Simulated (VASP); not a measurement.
A run of VASP 6.6.1 is set up as follows.

File INCAR:

```
ALGO = Normal
EDIFF = 1E-6
ENCUT = 520
GGA = PE
ISIF = 2
ISMEAR = 0
IVDW = 13
LASPH = T
LCHARG = T
LELF = T
LREAL = F
LVHAR = T
LWAVE = F
NBANDS = 26
NELM = 60
PREC = Accurate
SIGMA = 0.01
```

KPOINTS

```
k-points
0
Gamma
  6 6 4
```

The input POSCAR:

```
ZnO
1.0
    3.2353522072      0.0000000000      0.0000000000
   -1.6176761036      2.8018972017      0.0000000000
    0.0000000000      0.0000000000      5.2109131099
Zn O
2 2
Direct
    0.3333333333      0.6666666667      0.4996551081
    0.6666666667      0.3333333333     -0.0003448919
    0.6666666667      0.3333333333      0.3793548919
    0.3333333333      0.6666666667      0.8793548919
```

Potentials or basis: VASP PAW PBE potentials, release 64 (Zn, O).

Launch:

```sh
$ cat potpaw_PBE.64/Zn/POTCAR potpaw_PBE.64/O/POTCAR > POTCAR
$ mpirun -np 1 vasp_std > vasp.out
```

Predict the largest force.

0.006 eV/Å.

Predict the pressure.

3.7 GPa.

Predict the dispersion energy per atom.

-0.241 eV.

Estimate the band gap on the k mesh.

0.79 eV.

Forces in eV/Å, atoms in the order of the input:
```
Zn   0.000  0.000  0.006
Zn   0.000  0.000  0.006
O    0.000  0.000 -0.006
O    0.000  0.000 -0.006
```

Caveat: the cell stands under pressure. PBE gaps usually lie below the measured ones, often by a third to a half.
